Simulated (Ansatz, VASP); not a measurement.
Two plane-wave programs on TiC

```
CELL_PARAMETERS angstrom
0.00000 2.13045 2.13045
2.13045 0.00000 2.13045
2.13045 2.13045 0.00000
ATOMIC_POSITIONS crystal
Ti 0.00000 0.00000 0.00000
C 0.50000 0.50000 0.50000
```

Alike in both runs: functional LDA; k mesh 16 × 16 × 16; occupations gaussian, width 0.2 eV; no spin polarisation.

Ansatz relaxed the structure, and its values are those at the end. VASP's run is a single point on that final structure, the one shown.

|  | VASP | Ansatz |
| --- | --- | --- |
| version | VASP 6.6.1 | Ansatz 0.2.0 |
| potentials or method | VASP PAW LDA potentials, release 64 (Ti_sv, C) | scalar-relativistic, plane waves, PAW |
| plane-wave cutoff (eV) | 520 | 420 |
| valence electrons in the cell | 16 | 16 |

```tsv
	VASP	Ansatz	Ansatz less VASP
gap on the k mesh at the Fermi level (eV)	none	none	-
pressure (GPa)	0.7	0.0	-0.71
```

LDA's correlation is that of Perdew and Zunger in VASP and of Perdew and Wang (1992) in Ansatz. A gap of «none» marks a metal or a gap that the smearing closes.
